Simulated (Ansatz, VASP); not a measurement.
**WS2 in VASP and in Ansatz**

INCAR

```
  PREC = Accurate
  ENCUT = 500
  EDIFF = 1E-6
  ISMEAR = -1
  SIGMA = 0.02
  LREAL = F
  LASPH = T
  NELM = 120
  ALGO = Normal
  ISIF = 2
  LWAVE = F
  LCHARG = F
  GGA = PE
  NBANDS = 20
  GGA_COMPAT = F
```

Contents of KPOINTS:

```
Automatic mesh
0
Gamma
  2 2 2
```

The input POSCAR:

```
WS2
1.0
    3.2287644061      0.0000000000      0.0000000000
   -1.6143822031      2.7961919985      0.0000000000
    0.0000000000      0.0000000000      5.9936451124
W S
1 2
Direct
    0.0000000000      0.0000000000      0.0000000000
    0.3333333333      0.6666666667      0.2566832689
    0.6666666667      0.3333333333      0.7433167311
```

Input for Ansatz:

```yaml
crystal:
  lattice:
    - [3.2287644061, 0.0, 0.0]
    - [-1.6143822031, 2.7961919985, 0.0]
    - [0.0, 0.0, 5.9936451124]
  atoms:
    - { symbol: W, position: [0.0, 0.0, 0.0] }
    - { symbol: S, position: [0.3333333333, 0.6666666667, 0.2566832689] }
    - { symbol: S, position: [0.6666666667, 0.3333333333, 0.7433167311] }
kpoints:
  mp_grid: { grid: [2, 2, 2] }
hamiltonian:
  xc: pbe
scf:
  occupations: { method: fermi_dirac, width: 0.02 }
  n_extra_bands: 4
output:
  forces: true
  stress: true
  eigenvalues: true
```

Alike in both runs: task single point; functional PBE; k mesh 2 × 2 × 2; occupations fermi-dirac, width 0.02 eV; no spin polarisation.

|  | VASP | Ansatz |
| --- | --- | --- |
| version | VASP 6.6.1 | Ansatz 0.2.0 |
| potentials or method | VASP PAW PBE potentials, release 64 (W_sv, S) | plane waves |
| plane-wave cutoff (eV) | 500 | 420 |
| valence electrons in the cell | 26 | 26 |

```csv
,VASP,Ansatz,Ansatz less VASP
pressure (GPa),3.9,4.0,+0.03
"traceless stress, the component that is largest in VASP (GPa)",4.07,4.37,+0.299
rms of the force components (eV/Å),0.179,0.177,-0.0027
```

Atom by atom the forces differ by 0.003 eV/Å (rms over components).

The k mesh is coarse, so the values compare programs but aren't converged. Spin-orbit coupling is off throughout.
